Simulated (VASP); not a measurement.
# In (Fd-3m) in VASP: further runs, part 2 of 2

VASP 6.6.1. The steps go on from the part before.

## Step 3: Single point, r2SCAN (39.03 Å³/atom)

This run uses another cell than the first one, of 39.03 Å³/atom.

Contents of POSCAR:

```
In
1.0
    0.0000000000      3.3920054184      3.3920054184
    3.3920054184      0.0000000000      3.3920054184
    3.3920054184      3.3920054184      0.0000000000
In
2
Direct
    0.1250000000      0.1250000000      0.1250000000
    0.8750000000      0.8750000000      0.8750000000
```

Contents of INCAR.step1:

```
  PREC = Accurate
  ENCUT = 520
  ISMEAR = -1
  SIGMA = 0.1
  LREAL = False
  LASPH = True
  NELM = 60
  NBANDS = 20
  GGA = PE
  ALGO = Normal
  EDIFF = 1E-4
  LWAVE = True
  LCHARG = False
```

Contents of INCAR.step2:

```
  PREC = Accurate
  ENCUT = 520
  EDIFF = 1E-7
  ISMEAR = -1
  SIGMA = 0.1
  LREAL = False
  LASPH = True
  NELM = 60
  ALGO = Normal
  ISIF = 2
  LWAVE = False
  LCHARG = True
  METAGGA = R2SCAN
  LMIXTAU = True
  LELF = True
  LVHAR = True
  NBANDS = 20
  ISTART = 1
```

Contents of KPOINTS:

```
Automatic mesh
0
Gamma
  9 9 9
```

Potentials or basis: VASP PAW PBE potentials, release 64 (In_d).

Launch:

```sh
$ cat potpaw_PBE.64/In_d/POTCAR > POTCAR
$ cp INCAR.step1 INCAR
$ mpirun -np 1 vasp_std > vasp.out
$ cp INCAR.step2 INCAR
$ mpirun -np 1 vasp_std > vasp.out
```

OUTCAR:

```text
PREC = Accurate
   ENCUT = 520
   EDIFF = 1E-7
   ISMEAR = -1
   LREAL = False
   LASPH = True
   NELM = 60
   ISIF = 2
   METAGGA = R2SCAN
   ISTART = 1

 ion  position               nearest neighbor table
   1  0.125  0.125  0.125-   2 2.94   2 2.94   2 2.94   2 2.94
   2  0.875  0.875  0.875-   1 2.94   1 2.94   1 2.94   1 2.94

  LATTYP: Found a face centered cubic cell.
 ALAT       =     6.7840108368

  Lattice vectors:

 A1 = (   0.0000000000,   3.3920054184,   3.3920054184)
 A2 = (   3.3920054184,   0.0000000000,   3.3920054184)
 A3 = (   3.3920054184,   3.3920054184,   0.0000000000)

Analysis of symmetry for initial positions (statically):
=====================================================================
 Subroutine PRICEL returns:
 Original cell was already a primitive cell.

 Routine SETGRP: Setting up the symmetry group for a
 face centered cubic supercell.

 Subroutine GETGRP returns: Found 48 space group operations
 (whereof 12 operations were pure point group operations)
 out of a pool of 48 trial point group operations.

The static configuration has the point symmetry D_3d.
 The point group associated with its full space group is O_h .

Analysis of symmetry for dynamics (positions and initial velocities):
=====================================================================
 Subroutine PRICEL returns:
 Original cell was already a primitive cell.

 Routine SETGRP: Setting up the symmetry group for a
 face centered cubic supercell.

 Subroutine GETGRP returns: Found 48 space group operations
 (whereof 12 operations were pure point group operations)
 out of a pool of 48 trial point group operations.

The dynamic configuration has the point symmetry D_3d.
 The point group associated with its full space group is O_h .
[... 109 lines left out ...]
   PSTRESS=    0.0 pullay stress
   NELECT =      26.0000    total number of electrons
   NUPDOWN=      -1.0000    fix difference up-down
   EMIN   =  10.00;   EMAX   =-10.00  energy-range for DOS
   EFERMI =   0.00;   METHOD = LEGACY
   ISMEAR =    -1;   SIGMA  =   0.10  broadening in eV -4-tet -1-fermi 0-gaus
   EFERMI_NEDOS =   21; number of points for ismear=-14 and -15
   IALGO  =     38    algorithm
   IMIX   =      4    mixing-type and parameters
     AMIX     =   0.40;   BMIX     =  1.00
     AMIX_MAG =   1.60;   BMIX_MAG =  1.00
  volume/ion in A,a.u.               =      39.03       263.37
  Fermi-wavevector in a.u.,A,eV,Ry     =   1.134835  2.144527 17.522271  1.287851
  Thomas-Fermi vector in A             =   2.271539
   LORBIT       =      0    0 simple, 1 ext, 2 COOP (PROOUT), +10 PAW based schemes
   METAGGA = R2SCAN    functional components
   LHFCALC =     F    Hartree Fock is set to
   AEXX    =    0.0000 exact exchange contribution
   IVDW    =     0    specifies the selected vdW correction
   LEPSILON=     F    determine dielectric tensor
   LRPA    =     F    only Hartree local field effects (RPA)
 non-spin polarized calculation
  energy-cutoff  :      520.00
  volume of cell :       78.05
 maximum number of plane-waves:      2122
   NGX = 17   NGY = 17   NGZ = 17

 number of electron      25.9999983 magnetization

 Free energy of the ion-electron system (eV)
  ---------------------------------------------------
  ext. energy  EPLUGINS =         0.00000000
  ---------------------------------------------------
  free energy    TOTEN  =       -44.57244606 eV

  energy without entropy =      -44.51622971  energy(sigma->0) =      -44.54433788

 E-fermi :   3.3054     XC(G=0):  -8.7745

 val. band max:        3.2722304465   @ k =   0.3333   0.3333   0.0000
 cond. band min:       3.3328055859   @ k =   0.4444   0.3333   0.1111
 fundamental gap:      0.0605751394
 Fermi energy:         3.3054072850

 k-point     1 :       0.0000    0.0000    0.0000
  band No.  band energies     occupation
      1     -11.8056      2.00000
      2     -11.8056      2.00000
      3     -11.8056      2.00000
      4     -11.7402      2.00000
      5     -11.7402      2.00000
      6     -11.3590      2.00000
[... 541 lines left out ...]
     19      13.6465      0.00000
     20      14.8693      0.00000

 [... further k-points ...]

------------------------ aborting loop because EDIFF is reached ----------------------------------------

  FORCE on cell =-STRESS in cart. coord.  units (eV):
  Direction    XX          YY          ZZ          XY          YZ          ZX
  --------------------------------------------------------------------------------------
  -------------------------------------------------------------------------------------
  Total       -0.8585242     -0.8585242     -0.8585242     -0.0000000     -0.0000000     -0.0000000
  in kB      -17.6223371    -17.6223371    -17.6223371     -0.0000000     -0.0000000     -0.0000000
  external PRESSURE =     -17.6223371 kB  Pullay stress =       0.0000000 kB

 VOLUME and BASIS-vectors are now :
 -----------------------------------------------------------------------------
  energy-cutoff  :      520.00
  volume of cell :       78.05
      direct lattice vectors                 reciprocal lattice vectors
     0.000000000  3.392005418  3.392005418    -0.147405425  0.147405425  0.147405425
     3.392005418  0.000000000  3.392005418     0.147405425 -0.147405425  0.147405425
     3.392005418  3.392005418  0.000000000     0.147405425  0.147405425 -0.147405425

 POSITION                                       TOTAL-FORCE (eV/Angst)
 -----------------------------------------------------------------------------------
      0.84800      0.84800      0.84800        -0.000000      0.000000     -0.000000
      5.93601      5.93601      5.93601         0.000000     -0.000000      0.000000
 -----------------------------------------------------------------------------------
    total drift:                                0.000000      0.000000      0.000000

  FREE ENERGIE OF THE ION-ELECTRON SYSTEM (eV)
  ---------------------------------------------------
  free  energy   TOTEN  =       -44.5724460561 eV

  energy  without entropy=      -44.5162297083  energy(sigma->0) =      -44.54433788
```

Wall time 2.6 min (1 thread of Intel Xeon Platinum 8488C (Sapphire Rapids), shared host); peak memory 0.23 GiB.

What came out:

| Property | Result |
| --- | --- |
| Free energy | -44.5724 eV |
| Pressure | -1.8 GPa |
| Band gap on the k mesh | zero (bands 13 and 14 overlap by 3.02 eV) |

Caveat: the PAW data sets were made with another functional, which shifts forces and pressure a little; spin-orbit coupling is left out, which moves the levels of the heavy elements.

## Step 4: Single point, r2SCAN (40.47 Å³/atom)

This run uses another cell than the first one, of 40.47 Å³/atom.

Contents of POSCAR:

```
In
1.0
    0.0000000000      3.4333754154      3.4333754154
    3.4333754154      0.0000000000      3.4333754154
    3.4333754154      3.4333754154      0.0000000000
In
2
Direct
    0.1250000000      0.1250000000      0.1250000000
    0.8750000000      0.8750000000      0.8750000000
```

Contents of INCAR.step1:

```
SYSTEM = In
  ALGO = Normal
  EDIFF = 1E-4
  ENCUT = 520
  GGA = PE
  ISMEAR = -1
  LASPH = .TRUE.
  LCHARG = .FALSE.
  LREAL = .FALSE.
  LWAVE = .TRUE.
  NBANDS = 20
  NELM = 60
  PREC = Accurate
  SIGMA = 0.1
```

Contents of INCAR.step2:

```
SYSTEM = In
  ALGO = Normal
  EDIFF = 1E-6
  ENCUT = 520
  ISIF = 2
  ISMEAR = -1
  ISTART = 1
  LASPH = .TRUE.
  LCHARG = .FALSE.
  LMIXTAU = .TRUE.
  LREAL = .FALSE.
  LWAVE = .FALSE.
  METAGGA = R2SCAN
  NBANDS = 20
  NELM = 60
  PREC = Accurate
  SIGMA = 0.1
```

Contents of KPOINTS:

```
k-points
0
G
  9 9 9
  0 0 0
```

Launch:

```sh
$ cat potpaw_PBE.64/In_d/POTCAR > POTCAR
$ cp INCAR.step1 INCAR
$ mpirun -np 1 vasp_std > vasp.out
$ cp INCAR.step2 INCAR
$ mpirun -np 1 vasp_std > vasp.out
```

Wall time 96 s (1 thread of Intel Xeon Platinum 8488C (Sapphire Rapids), shared host); peak memory 0.23 GiB.

The run converged. Its results:

```yaml
Free_energy: -44.5359 eV
Pressure: -2.4 GPa
Band_gap_on_the_k_mesh: zero (bands 13 and 14 overlap by 2.88 eV)
```

Levels at points of the mesh, in eV from the Fermi level:
```tsv
k point	band 10	band 11	band 12	band 13	band 14	band 15	band 16	band 17
(0.00, 0.00, 0.00)	-14.64	-7.92	1.84	2.17	2.17	2.17	3.96	3.96
```

Caveat: the PAW data sets were made with another functional, which shifts forces and pressure a little; spin-orbit coupling is left out, which moves the levels of the heavy elements.

## Step 5: Single point, r2SCAN

This run uses another cell than the first one, of 36.14 Å³/atom.

Contents of POSCAR:

```
In
1.0
    0.0000000000      3.3060946705      3.3060946705
    3.3060946705      0.0000000000      3.3060946705
    3.3060946705      3.3060946705      0.0000000000
In
2
Direct
    0.1250000000      0.1250000000      0.1250000000
    0.8750000000      0.8750000000      0.8750000000
```

Contents of INCAR.step1:

```
SYSTEM = In
  PREC = Accurate
  ENCUT = 520
  ISMEAR = -1
  SIGMA = 0.1
  LREAL = .FALSE.
  LASPH = .TRUE.
  NELM = 80
  NBANDS = 20
  GGA = PE
  ALGO = Normal
  EDIFF = 1E-4
  LWAVE = .TRUE.
  LCHARG = .FALSE.
```

Contents of INCAR.step2:

```
SYSTEM = In
  PREC = Accurate
  ENCUT = 520
  EDIFF = 1E-7
  ISMEAR = -1
  SIGMA = 0.1
  LREAL = .FALSE.
  LASPH = .TRUE.
  NELM = 80
  ALGO = Normal
  ISIF = 2
  LWAVE = .FALSE.
  LCHARG = .FALSE.
  METAGGA = R2SCAN
  LMIXTAU = .TRUE.
  NBANDS = 20
  ISTART = 1
```

Contents of KPOINTS:

```
Automatic mesh
0
G
  14 14 14
  0 0 0
```

Launch:

```sh
$ cat potpaw_PBE.64/In_d/POTCAR > POTCAR
$ cp INCAR.step1 INCAR
$ mpirun -np 1 vasp_std > vasp.out
$ cp INCAR.step2 INCAR
$ mpirun -np 1 vasp_std > vasp.out
```

It took 4.7 min on 1 thread of Intel Xeon Platinum 8488C (Sapphire Rapids), shared host; peak memory 0.29 GiB.

It converged, with:

```yaml
Free_energy: -44.6029 eV
Pressure: 0.1 GPa
Band_gap_on_the_k_mesh: zero (bands 13 and 14 overlap by 3.67 eV)
```

Levels at points of the mesh, in eV from the Fermi level:
```
           k point  band 10  band 11  band 12  band 13  band 14  band 15  band 16  band 17
(0.00, 0.00, 0.00)   -14.56    -8.39     2.51     2.51     2.51     2.86     4.27     4.27
(0.50, 0.00, 0.00)   -14.52    -6.53    -4.10     1.10     1.10     2.63     5.25     5.25
(0.50, 0.50, 0.00)   -14.49    -5.02    -5.02    -0.48    -0.48     2.75     2.75    10.43
```

Caveat: the PAW data sets were made with another functional, which shifts forces and pressure a little; spin-orbit coupling is left out, which moves the levels of the heavy elements.

## Step 6: Relaxation of cell and atoms, r2SCAN

This run uses another cell than the first one, of 35.29 Å³/atom.

Contents of POSCAR:

```
In
1.0
    0.0000000000      3.2801942926      3.2801942926
    3.2801942926      0.0000000000      3.2801942926
    3.2801942926      3.2801942926      0.0000000000
In
2
Direct
    0.1250000000      0.1250000000      0.1250000000
    0.8750000000      0.8750000000      0.8750000000
```

Contents of INCAR.step1:

```
SYSTEM = In
PREC     = Accurate       ! precision mode
ENCUT    = 600            ! plane-wave cutoff, eV
ISMEAR   = -1             ! smearing method
SIGMA    = 0.1            ! smearing width, eV
LREAL    = .False.        ! projectors in reciprocal space
LASPH    = .True.         ! aspherical terms in the spheres
NELM     = 80             ! most SCF steps
GGA      = PE             ! functional
ALGO     = Normal         ! electronic algorithm
EDIFF    = 1E-4           ! SCF threshold, eV
LWAVE    = .True.         ! write WAVECAR
LCHARG   = .False.        ! write CHGCAR
```

Contents of INCAR.step2:

```
SYSTEM = In
PREC     = Accurate       ! precision mode
ENCUT    = 600            ! plane-wave cutoff, eV
EDIFF    = 1E-6           ! SCF threshold, eV
ISMEAR   = -1             ! smearing method
SIGMA    = 0.1            ! smearing width, eV
LREAL    = .False.        ! projectors in reciprocal space
LASPH    = .True.         ! aspherical terms in the spheres
NELM     = 80             ! most SCF steps
ALGO     = Normal         ! electronic algorithm
ISIF     = 3              ! what is computed and relaxed
LWAVE    = .False.        ! write WAVECAR
LCHARG   = .False.        ! write CHGCAR
METAGGA  = R2SCAN         ! meta-GGA
LMIXTAU  = .True.       
IBRION   = 2              ! ionic algorithm
NSW      = 80             ! ionic steps
EDIFFG   = -0.01          ! ionic threshold
ISTART   = 1
```

Contents of KPOINTS:

```
regular mesh
0
Gamma
  8 8 8
  0 0 0
```

Potentials or basis: VASP PAW PBE potentials, release 64 (In_d).

Launch:

```sh
$ cat potpaw_PBE.64/In_d/POTCAR > POTCAR
$ cp INCAR.step1 INCAR
$ mpirun -np 1 vasp_std > vasp.out
$ cp INCAR.step2 INCAR
$ mpirun -np 1 vasp_std > vasp.out
```

Run time: 8.1 min. Hardware: 1 thread of Intel Xeon Platinum 8488C (Sapphire Rapids), shared host; peak memory 0.27 GiB.

Results (log left out):

| Property | Result |
| --- | --- |
| Free energy | -44.6037 eV |
| Relaxed volume | 36.20 Å³/atom |
| Relaxed cell | a = 4.678 Å, b = 4.678 Å, c = 4.678 Å, α = 60.00°, β = 60.00°, γ = 60.00° |
| Space group after relaxing (to 0.1 Å) | Fd-3m (No. 227) |
| Energy gained by relaxing | 1.9 meV/atom |
| Ionic steps | 4 |
| Pressure after relaxing | 0.0 GPa |
| Band gap on the k mesh | zero (bands 13 and 14 overlap by 3.69 eV) |

The path:
```csv
step,energy change (eV),largest force (eV/Å),pressure (GPa),volume (Å³)
1,0.0000,0.0000,0.75,70.59
2,-0.0039,0.0000,0.06,72.28
3,-0.0038,0.0000,-0.07,72.51
4,-0.0039,0.0000,-0.02,72.39
```

Final structure:
```xyz
2
Lattice="0.0000 3.3079 3.3079 3.3079 0.0000 3.3079 3.3079 3.3079 0.0000" Properties=species:S:1:pos:R:3 pbc="T T T"
In    0.8270    0.8270    0.8270
In    5.7888    5.7888    5.7888
```

Levels at points of the mesh, in eV from the Fermi level:
```csv
k point,band 10,band 11,band 12,band 13,band 14,band 15,band 16,band 17
"(0.00, 0.00, 0.00)",-14.57,-8.39,2.50,2.50,2.50,2.85,4.27,4.27
"(0.50, 0.00, 0.00)",-14.53,-6.53,-4.09,1.09,1.09,2.62,5.25,5.25
"(0.50, 0.50, 0.00)",-14.49,-5.02,-5.02,-0.48,-0.48,2.75,2.75,10.42
```

Caveat: the PAW data sets were made with another functional, which shifts forces and pressure a little; spin-orbit coupling is left out, which moves the levels of the heavy elements.

## Step 7: Summary

```csv
task,cell,k mesh,cutoff (eV),gap on the mesh (eV),pressure (GPa)
single point,"a = 4.737 Å, angles 60.0°, 2 atoms",9 × 9 × 9,520,none,-1.0
single point,"a = 4.797 Å, angles 60.0°, 2 atoms",9 × 9 × 9,520,none,-1.8
single point,"a = 4.856 Å, angles 60.0°, 2 atoms",9 × 9 × 9,520,none,-2.4
single point,"a = 4.676 Å, angles 60.0°, 2 atoms",14 × 14 × 14,520,none,0.1
relaxation of cell and atoms,"relaxed from a = 4.639 Å, angles 60.0°, 2 atoms",8 × 8 × 8,600,none,0.0
```

Alike in all rows: level r2SCAN; potentials or basis VASP PAW PBE potentials, release 64 (In_d); no spin polarisation; smearing fermi-dirac 0.1 eV.

Caveats: the PAW data sets were made with another functional, which shifts forces and pressure a little; spin-orbit coupling is left out, which moves the levels of the heavy elements.

Absolute energies hang on the potentials; compare differences alone.
